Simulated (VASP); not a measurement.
A run of VASP 6.6.1 is set up as follows.

The input INCAR:

```
ALGO = Normal
EDIFF = 1E-6
ENCUT = 600
GGA = CA
GGA_COMPAT = False
ISIF = 2
ISMEAR = 0
LASPH = True
LCHARG = False
LREAL = False
LWAVE = False
NBANDS = 11
NELM = 120
PREC = Accurate
SIGMA = 0.01
```

File KPOINTS:

```
k-points
0
Gamma
  9 9 8
```

The input POSCAR:

```
MgO
1.0
    2.9380210000      0.0000000000      0.0000000000
   -1.4690100000      2.5444010000      0.0000000000
    0.0000000000      0.0000000000      2.6796800000
Mg O
1 1
Direct
    0.0000000000      0.0000000000      0.0000000000
    0.3333333333      0.6666666667      0.5000000000
```

Potentials or basis: VASP PAW LDA potentials, release 64 (Mg, O).

Run with:

```bash
$ cat potpaw_LDA.64/Mg/POTCAR potpaw_LDA.64/O/POTCAR > POTCAR
$ mpirun -np 1 vasp_std > vasp.out
```

(1) Predict the band gap on the k mesh.

(2) Predict the pressure.

## Answers

(1) 2.95 eV, indirect (least direct gap 3.35 eV).

(2) -11.2 GPa.
